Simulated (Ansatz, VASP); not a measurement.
# One calculation of BN, two programs

Contents of POSCAR:

```
BN
1.0
    0.0000000000      2.1544346900      2.1544346900
    2.1544346900      0.0000000000      2.1544346900
    2.1544346900      2.1544346900      0.0000000000
B N
1 1
Direct
    0.0000000000      0.0000000000      0.0000000000
    0.2500000000      0.2500000000      0.2500000000
```

The input INCAR.step1:

```
PREC = Accurate ; ENCUT = 600
ISMEAR = -1 ; SIGMA = 0.02
LREAL = F ; LASPH = T
NELM = 80 ; GGA = PE
ALGO = Normal ; EDIFF = 1E-4
LWAVE = T ; LCHARG = F
```

File INCAR.step2:

```
PREC = Accurate ; ENCUT = 600
EDIFF = 1E-6 ; ISMEAR = -1
SIGMA = 0.02 ; LREAL = F
LASPH = T ; NELM = 80
ALGO = Normal ; ISIF = 3
LWAVE = F ; LCHARG = F
METAGGA = R2SCAN ; LMIXTAU = T
IBRION = 2 ; NSW = 60
EDIFFG = -0.005 ; ISTART = 1
```

Contents of KPOINTS:

```
regular mesh
0
Gamma
  13 13 13
```

Input for Ansatz:

```yaml
crystal:
  lattice:
    - [0.0, 2.15443469, 2.15443469]
    - [2.15443469, 0.0, 2.15443469]
    - [2.15443469, 2.15443469, 0.0]
  atoms:
    - { symbol: B, position: [0.0, 0.0, 0.0] }
    - { symbol: "N", position: [0.25, 0.25, 0.25] }
kpoints:
  mp_grid: { grid: [13, 13, 13] }
scf:
  occupations: { method: fermi_dirac, width: 0.02 }
hamiltonian:
  xc: r2scan
  pseudopotentials: { kind: paw }
output:
  forces: true
  stress: true
relax:
  f_tol: 0.005
  max_steps: 40
  cell: {}
```

Alike in both runs: task relaxation of cell and atoms; functional r2SCAN; k mesh 13 × 13 × 13; occupations fermi-dirac, width 0.02 eV; no spin polarisation.

|  | VASP | Ansatz |
| --- | --- | --- |
| version | VASP 6.6.1 | Ansatz 0.2.0 |
| potentials or method | VASP PAW PBE potentials, release 64 (B, N) | PAW with Ansatz's default frozen-core files, scalar-relativistic |
| plane-wave cutoff (eV) | 600 | 500 |
| valence electrons in the cell | 8 | 8 |

```tsv
	VASP	Ansatz	Ansatz less VASP
relaxed volume (Å³/atom)	5.90	5.88	-0.022
relaxed length of the cell vector where the two differ most in proportion (Å)	2.556	2.552	-0.0031
```

VASP's potentials were made for PBE, not for r2SCAN.

Noted on VASP's run: the volume moved by over 15 % at a fixed basis, so the end points are rough.
